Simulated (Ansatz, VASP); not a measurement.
## Two plane-wave programs on BN

```
CELL_PARAMETERS angstrom
2.55458 0.00000 0.00000
-1.27729 2.21233 0.00000
0.00000 0.00000 4.22451
ATOMIC_POSITIONS crystal
B 0.66667 0.33333 0.98229
B 0.33333 0.66667 0.51732
N 0.66667 0.33333 0.65182
N 0.33333 0.66667 0.09856
```

Change from the starting cell: mode 8 (949.4 1/cm) frozen in, largest displacement +0.113 Å.

Alike in both runs: task single point; functional PBE; k mesh 12 × 12 × 6; occupations gaussian, width 0.05 eV; no spin polarisation.

|  | VASP | Ansatz |
| --- | --- | --- |
| version | VASP 6.6.1 | Ansatz 0.2.0 |
| potentials or method | VASP PAW PBE potentials, release 64 (B, N), cutoff 520 eV | scalar-relativistic, plane waves, PAW |
| valence electrons in the cell | 16 | 16 |

```csv
,VASP,Ansatz,Ansatz less VASP
gap on the k mesh at the Fermi level (eV),5.03,5.05,+0.015
least direct gap on the mesh (eV),7.54,7.54,0.000
pressure (GPa),12.1,11.8,-0.28
"traceless stress, the component that is largest in VASP (GPa)",20.58,20.53,-0.050
rms of the force components (eV/Å),2.835,2.824,-0.0107
```

Atom by atom the forces differ by 0.013 eV/Å (rms over components).
